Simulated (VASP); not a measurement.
# WS2 (P4/mmm) in VASP: a series of runs

Runs on WS2. Level: PBE. Tasks: single point.

All numbers are computed with VASP 6.6.1; they aren't measurements. Logs are shortened: lines on timing, memory, paths and dates and some standing lists are left out, and cuts for length are marked.

## (1) The cell of the first run

It takes space group P4/mmm (No. 123, tetragonal). Conventional cell: a = 2.988 Å, b = 2.988 Å, c = 6.195 Å, α = 90.00°, β = 90.00°, γ = 90.00°. Within 3.6 Å of W (site symmetry 4/mmm) lie 8 S at 2.75 Å and 4 W at 2.99 Å. Within 3.5 Å of S (site symmetry 4mm) lie 5 S at 2.67 to 2.99 Å and 4 W at 2.75 Å.

## (2) Single point, PBE (volume scaled by 0.94)

INCAR

```
PREC = Accurate ; ENCUT = 520
EDIFF = 1E-7 ; ISMEAR = -1
SIGMA = 0.05 ; LREAL = F
LASPH = T ; NELM = 100
ALGO = Normal ; ISIF = 2
LWAVE = F ; LCHARG = T
GGA = PE ; LELF = T
LVHAR = T ; NBANDS = 20
```

KPOINTS

```
Automatic mesh
0
Gamma
  9 9 4
```

POSCAR

```
WS2
1.0
    2.9883872735      0.0000000000      0.0000000000
    0.0000000000      2.9883872735      0.0000000000
    0.0000000000      0.0000000000      6.1950446797
W S
1 2
Direct
    0.0000000000      0.0000000000      0.0000000000
    0.5000000000      0.5000000000      0.2843227100
    0.5000000000      0.5000000000      0.7156772900
```

Potentials or basis: VASP PAW PBE potentials, release 64 (W_sv, S).

Started as:

```
cat potpaw_PBE.64/W_sv/POTCAR potpaw_PBE.64/S/POTCAR > POTCAR
mpirun -np 1 vasp_std > vasp.out
```

OUTCAR:

```text
PREC = Accurate
   ENCUT = 520
   EDIFF = 1E-7
   ISMEAR = -1
   LREAL = F
   LASPH = T
   NELM = 100
   ISIF = 2
   GGA = PE

 ion  position               nearest neighbor table
   1  0.000  0.000  0.000-   2 2.75   3 2.75   2 2.75   3 2.75   2 2.75   3 2.75   2 2.75   3 2.75

   2  0.500  0.500  0.284-   3 2.67   1 2.75   1 2.75   1 2.75   1 2.75
   3  0.500  0.500  0.716-   2 2.67   1 2.75   1 2.75   1 2.75   1 2.75

  LATTYP: Found a simple tetragonal cell.
 ALAT       =     2.9883872735
 C/A-ratio  =     2.0730394399

  Lattice vectors:

 A1 = (   2.9883872735,   0.0000000000,   0.0000000000)
 A2 = (   0.0000000000,   2.9883872735,   0.0000000000)
 A3 = (   0.0000000000,   0.0000000000,   6.1950446797)

Analysis of symmetry for initial positions (statically):
=====================================================================
 Subroutine PRICEL returns:
 Original cell was already a primitive cell.

 Routine SETGRP: Setting up the symmetry group for a
 simple tetragonal supercell.

 Subroutine GETGRP returns: Found 16 space group operations
 (whereof 16 operations were pure point group operations)
 out of a pool of 16 trial point group operations.

The static configuration has the point symmetry D_4h.

Analysis of symmetry for dynamics (positions and initial velocities):
=====================================================================
 Subroutine PRICEL returns:
 Original cell was already a primitive cell.

 Routine SETGRP: Setting up the symmetry group for a
 simple tetragonal supercell.

 Subroutine GETGRP returns: Found 16 space group operations
 (whereof 16 operations were pure point group operations)
 out of a pool of 16 trial point group operations.

The dynamic configuration has the point symmetry D_4h.

 Subroutine INISYM returns: Found 16 space group operations
 (whereof 16 operations are pure point group operations),
 and found     1 'primitive' translations

----------------------------------------------------------------------------------------

                                     Primitive cell

  volume of cell :      55.3246

  direct lattice vectors                    reciprocal lattice vectors
     2.988387273  0.000000000  0.000000000     0.334628650  0.000000000  0.000000000
     0.000000000  2.988387273  0.000000000     0.000000000  0.334628650  0.000000000
     0.000000000  0.000000000  6.195044680     0.000000000  0.000000000  0.161419336

  length of vectors
     2.988387273  2.988387273  6.195044680     0.334628650  0.334628650  0.161419336

  position of ions in fractional coordinates (direct lattice)
     0.000000000  0.000000000  0.000000000
     0.500000000  0.500000000  0.284322710
     0.500000000  0.500000000  0.715677290

  ion indices of the primitive-cell ions
   primitive index   ion index
                 1           1
                 2           2
                 3           3

----------------------------------------------------------------------------------------

 KPOINTS: Automatic mesh

Automatic generation of k-mesh.
 Grid dimensions read from file:
 generate k-points for:    9    9    4

 Generating k-lattice:

  Cartesian coordinates                     Fractional coordinates (reciprocal lattice)
     0.037180961  0.000000000  0.000000000     0.111111111  0.000000000  0.000000000
     0.000000000  0.037180961  0.000000000     0.000000000  0.111111111  0.000000000
     0.000000000  0.000000000  0.040354834     0.000000000  0.000000000  0.250000000

  Length of vectors
     0.037180961  0.037180961  0.040354834

  Shift w.r.t. Gamma in fractional coordinates (k-lattice)
     0.000000000  0.000000000  0.000000000

 Subroutine IBZKPT returns following result:
 ===========================================

 Found     45 irreducible k-points:

 Following reciprocal coordinates:
            Coordinates               Weight
  0.000000  0.000000  0.000000      1.000000
  0.111111  0.000000  0.000000      4.000000
  0.222222  0.000000  0.000000      4.000000
  0.333333  0.000000  0.000000      4.000000
  0.444444  0.000000  0.000000      4.000000
  0.111111  0.111111  0.000000      4.000000
[... 16 lines left out ...]
  0.333333  0.111111  0.250000     16.000000
  0.444444  0.111111  0.250000     16.000000
 [... further k-points ...]
   k-points           NKPTS =     45   k-points in BZ     NKDIM =     45   number of bands    NBANDS=     20
   number of dos      NEDOS =    301   number of ions     NIONS =      3
   total plane-waves  NPLWV =  27648
   dimension x,y,z NGX =    24 NGY =   24 NGZ =   48
   dimension x,y,z NGXF=    48 NGYF=   48 NGZF=   96
   ions per type =               1   2
   NGX,Y,Z   is equivalent  to a cutoff of  13.35, 13.35, 12.88 a.u.
   NGXF,Y,Z  is equivalent  to a cutoff of  26.70, 26.70, 25.76 a.u.
 SYSTEM =  unknown system
   PREC   = accura    normal or accurate (medium, high low for compatibility)
   ISTART =      0    job   : 0-new  1-cont  2-samecut
   ICHARG =      2    charge: 1-file 2-atom 10-const
   ISPIN  =      1    spin polarized calculation?
   LNONCOLLINEAR =      F non collinear calculations
   LSORBIT =      F    spin-orbit coupling
   LASPH  =      T    aspherical Exc in radial PAW
   ENCUT  =  520.0 eV  38.22 Ry    6.18 a.u.   5.56  5.56 11.52*2*pi/ulx,y,z
   NELM   =    100;   NELMIN=  2; NELMDL= -5     # of ELM steps
   EDIFF  = 0.1E-06   stopping-criterion for ELM
   LREAL  =      F    real-space projection
   EDIFFG = 0.1E-05   stopping-criterion for IOM
   NSW    =      0    number of steps for IOM
   IBRION =     -1    ionic relax: 0-MD 1-quasi-New 2-CG
   NFREE  =      0    steps in history (QN), initial steepest desc. (CG)
   ISIF   =      2    stress and relaxation
   ISYM   =      2    0-nonsym 1-usesym 2-fastsym
   POTIM  = 0.5000    time-step for ionic-motion
   TEBEG  =    0.0;   TEEND  =   0.0 temperature during run
   PSTRESS=    0.0 pullay stress
   NELECT =      26.0000    total number of electrons
   NUPDOWN=      -1.0000    fix difference up-down
   EMIN   =  10.00;   EMAX   =-10.00  energy-range for DOS
   EFERMI =   0.00;   METHOD = LEGACY
   ISMEAR =    -1;   SIGMA  =   0.05  broadening in eV -4-tet -1-fermi 0-gaus
   EFERMI_NEDOS =   21; number of points for ismear=-14 and -15
   IALGO  =     38    algorithm
   IMIX   =      4    mixing-type and parameters
     AMIX     =   0.40;   BMIX     =  1.00
     AMIX_MAG =   1.60;   BMIX_MAG =  1.00
  volume/ion in A,a.u.               =      18.44       124.45
  Fermi-wavevector in a.u.,A,eV,Ry     =   1.272799  2.405242 22.041679  1.620018
  Thomas-Fermi vector in A             =   2.405658
   LORBIT       =      0    0 simple, 1 ext, 2 COOP (PROOUT), +10 PAW based schemes
   GGA     = PE    functional components
   LHFCALC =     F    Hartree Fock is set to
   AEXX    =    0.0000 exact exchange contribution
   IVDW    =     0    specifies the selected vdW correction
   LEPSILON=     F    determine dielectric tensor
   LRPA    =     F    only Hartree local field effects (RPA)
 non-spin polarized calculation
  energy-cutoff  :      520.00
  volume of cell :       55.32
 maximum number of plane-waves:      1520
 NGX is ok and might be reduce to    24
   NGX = 11   NGY = 11   NGZ = 23

 number of electron      26.0000003 magnetization

 Free energy of the ion-electron system (eV)
  ---------------------------------------------------
  ext. energy  EPLUGINS =         0.00000000
  ---------------------------------------------------
  free energy    TOTEN  =       -20.56440433 eV

  energy without entropy =      -20.55260811  energy(sigma->0) =      -20.55850622

 E-fermi :   7.0869     XC(G=0): -10.9707

 val. band max:        7.0776422402   @ k =   0.3333   0.3333   0.5000
 cond. band min:       7.1004960697   @ k =   0.4444   0.1111   0.0000
 fundamental gap:      0.0228538295
 Fermi energy:         7.0869018134

 k-point     1 :       0.0000    0.0000    0.0000
  band No.  band energies     occupation
      1     -67.6915      2.00000
      2     -31.8697      2.00000
      3     -31.5927      2.00000
      4     -31.5927      2.00000
      5      -7.9561      2.00000
      6      -6.2191      2.00000
[... 12 lines left out ...]
     19      14.6105      0.00000
     20      15.2010      0.00000

 k-point     2 :       0.1111    0.0000    0.0000
  band No.  band energies     occupation
      1     -67.6893      2.00000
      2     -31.8645      2.00000
      3     -31.6385      2.00000
      4     -31.5889      2.00000
      5      -7.8010      2.00000
      6      -6.1314      2.00000
[... 12 lines left out ...]
     19      15.1206      0.00000
     20      15.5427      0.00000

 k-point     3 :       0.2222    0.0000    0.0000
  band No.  band energies     occupation
      1     -67.6838      2.00000
      2     -31.8515      2.00000
      3     -31.7528      2.00000
      4     -31.5790      2.00000
      5      -7.3691      2.00000
      6      -5.8944      2.00000
[... 12 lines left out ...]
     19      14.6314      0.00000
     20      15.3782      0.00000

 k-point     4 :       0.3333    0.0000    0.0000
  band No.  band energies     occupation
      1     -67.6776      2.00000
      2     -31.8805      2.00000
      3     -31.8366      2.00000
      4     -31.5678      2.00000
      5      -6.7778      2.00000
      6      -5.5926      2.00000
[... 12 lines left out ...]
     19      14.1653      0.00000
     20      15.0930      0.00000

 k-point     5 :       0.4444    0.0000    0.0000
  band No.  band energies     occupation
      1     -67.6735      2.00000
      2     -31.9625      2.00000
      3     -31.8269      2.00000
      4     -31.5605      2.00000
      5      -6.2937      2.00000
      6      -5.3713      2.00000
[... 12 lines left out ...]
     19      13.4354      0.00000
     20      15.0578      0.00000
[... 353 lines left out ...]
      6      -6.3539      2.00000
[... 12 lines left out ...]
     19      15.3295      0.00000
     20      15.5401      0.00000

 k-point    22 :       0.2222    0.1111    0.2500
  band No.  band energies     occupation
      1     -67.6817      2.00000
      2     -31.8466      2.00000
      3     -31.7482      2.00000
      4     -31.6239      2.00000
      5      -7.0834      2.00000
      6      -6.0452      2.00000
[... 12 lines left out ...]
     19      15.5413      0.00000
     20      15.8381      0.00000

 k-point    23 :       0.3333    0.1111    0.2500
  band No.  band energies     occupation
      1     -67.6755      2.00000
      2     -31.8753      2.00000
      3     -31.8319      2.00000
      4     -31.6121      2.00000
      5      -6.5692      2.00000
      6      -5.6201      2.00000
[... 12 lines left out ...]
     19      14.8378      0.00000
     20      15.8535      0.00000

 k-point    24 :       0.4444    0.1111    0.2500
  band No.  band energies     occupation
      1     -67.6714      2.00000
      2     -31.9569      2.00000
      3     -31.8223      2.00000
      4     -31.6044      2.00000
      5      -6.1812      2.00000
      6      -5.2635      2.00000
[... 12 lines left out ...]
     19      14.3818      0.00000
     20      15.1118      0.00000

 [... further k-points ...]

------------------------ aborting loop because EDIFF is reached ----------------------------------------

  FORCE on cell =-STRESS in cart. coord.  units (eV):
  Direction    XX          YY          ZZ          XY          YZ          ZX
  --------------------------------------------------------------------------------------
  -------------------------------------------------------------------------------------
  Total       -2.7157696     -2.7157696     -8.5655116      0.0000000     -0.0000000      0.0000000
  in kB      -78.6475707    -78.6475707   -248.0536903      0.0000000     -0.0000000      0.0000000
  external PRESSURE =    -135.1162772 kB  Pullay stress =       0.0000000 kB

 VOLUME and BASIS-vectors are now :
 -----------------------------------------------------------------------------
  energy-cutoff  :      520.00
  volume of cell :       55.32
      direct lattice vectors                 reciprocal lattice vectors
     2.988387273  0.000000000  0.000000000     0.334628650  0.000000000  0.000000000
     0.000000000  2.988387273  0.000000000     0.000000000  0.334628650  0.000000000
     0.000000000  0.000000000  6.195044680     0.000000000  0.000000000  0.161419336

 POSITION                                       TOTAL-FORCE (eV/Angst)
 -----------------------------------------------------------------------------------
      0.00000      0.00000      0.00000         0.000000      0.000000      0.000000
      1.49419      1.49419      1.76139         0.000000      0.000000     -4.325334
      1.49419      1.49419      4.43365         0.000000     -0.000000      4.325334
 -----------------------------------------------------------------------------------
    total drift:                                0.000000     -0.000000      0.000000

  FREE ENERGIE OF THE ION-ELECTRON SYSTEM (eV)
  ---------------------------------------------------
  free  energy   TOTEN  =       -20.5644043349 eV

  energy  without entropy=      -20.5526081055  energy(sigma->0) =      -20.55850622
```

Wall time 33 s (1 thread of Intel Xeon Platinum 8259CL at 2.50GHz (Skylake/Cascade Lake), shared host); peak memory 0.19 GiB.

Results:

| Quantity | Value |
| --- | --- |
| Free energy | -20.5644 eV |
| Pressure | -13.5 GPa |
| Largest force | 4.325 eV/Å |
| Band gap on the k mesh | zero (band 13 reaches 7.63 eV, above the bottom of band 14 at 6.54 eV) |

Forces in eV/Å, atoms in the order of the input:
```
W    0.000  0.000  0.000
S    0.000  0.000 -4.325
S    0.000  0.000  4.325
```

Stress tensor (GPa, compression positive):
```
 -7.86   0.00   0.00
  0.00  -7.86   0.00
  0.00   0.00 -24.81
```

Caveat: spin-orbit coupling is left out, which moves the levels of the heavy elements; forces of over 1 eV/Å act on the atoms, so gaps and moduli don't describe the material at rest.

## (3) Single point, PBE (volume scaled by 0.96)

INCAR

```
ALGO = Normal
EDIFF = 1E-7
ENCUT = 520
GGA = PE
ISIF = 2
ISMEAR = -1
LASPH = True
LCHARG = True
LELF = True
LREAL = False
LVHAR = True
LWAVE = False
NBANDS = 20
NELM = 80
PREC = Accurate
SIGMA = 0.05
```

KPOINTS

```
k-points
0
Gamma
  9 9 4
```

POSCAR

```
WS2
1.0
    3.0094329477      0.0000000000      0.0000000000
    0.0000000000      3.0094329477      0.0000000000
    0.0000000000      0.0000000000      6.2386731923
W S
1 2
Direct
    0.0000000000      0.0000000000      0.0000000000
    0.5000000000      0.5000000000      0.2843227100
    0.5000000000      0.5000000000      0.7156772900
```

Potentials or basis: VASP PAW PBE potentials, release 64 (W_sv, S).

Started as:

```
cat potpaw_PBE.64/W_sv/POTCAR potpaw_PBE.64/S/POTCAR > POTCAR
mpirun -np 1 vasp_std > vasp.out
```

Wall time 40 s (1 thread of Intel Xeon Platinum 8259CL at 2.50GHz (Skylake/Cascade Lake), shared host); peak memory 0.2 GiB.

The run converged. Its results:

```yaml
Free_energy: -20.4585 eV
Pressure: -15.4 GPa
Largest_force: 4.329 eV/Å
Band_gap_on_the_k_mesh: zero (band 13 reaches 7.34 eV, above the bottom of band 14 at 6.25 eV)
```

Forces on the atoms (eV/Å):
```
W    0.000  0.000  0.000
S    0.000  0.000 -4.329
S    0.000  0.000  4.329
```

Stress tensor (GPa, compression positive):
```
-10.06   0.00   0.00
  0.00 -10.06   0.00
  0.00   0.00 -26.09
```

Levels at points of the mesh, in eV from the Fermi level:
| k point | band 11 | band 12 | band 13 | band 14 | band 15 | band 16 |
| --- | --- | --- | --- | --- | --- | --- |
| (0.00, 0.00, 0.00) | -1.45 | -0.79 | -0.45 | -0.45 | 2.09 | 3.47 |
| (0.00, 0.00, 0.50) | -1.70 | -0.04 | 0.10 | 0.10 | 2.09 | 2.91 |

Caveat: spin-orbit coupling is left out, which moves the levels of the heavy elements; forces of over 1 eV/Å act on the atoms, so gaps and moduli don't describe the material at rest.

[end of part 1 of 2]
